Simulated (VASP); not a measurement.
Runs of VASP 6.6.1 on Na. The structure is that of space group P6_3/mmc (No. 194), or close to it. The cells are those of the table. 

```tsv
task	cell	k mesh	cutoff (eV)	gap on the mesh (eV)	pressure (GPa)
single point	a = 3.042, b = 3.042, c = 9.991 Å, angles 90.0, 90.0, 120.0°, 4 atoms	18 × 18 × 4	520	none	(a)
single point	a = 2.629, b = 2.629, c = 8.603 Å, angles 90.0, 90.0, 120.0°, 4 atoms	18 × 18 × 6	520	none	60.4
single point	a = 3.225, b = 3.225, c = 10.493 Å, angles 90.0, 90.0, 120.0°, 4 atoms	12 × 12 × 4	520	none	8.0
relaxation of cell and atoms	relaxed to 8 GPa from a = 3.364, b = 3.364, c = 10.927 Å, angles 90.0, 90.0, 120.0°, 4 atoms	12 × 12 × 4	600	none	8.0
relaxation of cell and atoms	relaxed to 3 GPa from a = 3.717, b = 3.717, c = 12.029 Å, angles 90.0, 90.0, 120.0°, 4 atoms	12 × 12 × 4	600	none	3.0
single point	a = 3.455, b = 3.455, c = 11.222 Å, angles 90.0, 90.0, 120.0°, 4 atoms	12 × 12 × 4	520	none	3.0
relaxation of cell and atoms	relaxed from a = 3.700, b = 3.700, c = 12.537 Å, angles 90.0, 90.0, 120.0°, 4 atoms	15 × 15 × 4	600	none	0.0
single point	a = 2.839, b = 2.839, c = 9.297 Å, angles 90.0, 90.0, 120.0°, 4 atoms	18 × 18 × 6	520	none	30.1
```

Alike in all rows: level PBE; potentials or basis VASP PAW PBE potentials, release 64 (Na_pv); no spin polarisation; smearing gaussian 0.1 eV.

Q: Estimate the missing entries.

A: (a) 15.1.

Caveats: the cell is relaxed towards a set pressure, so the enthalpy falls and the energy may rise (some runs).

A gap of «none» marks levels without a gap at the run's occupations.
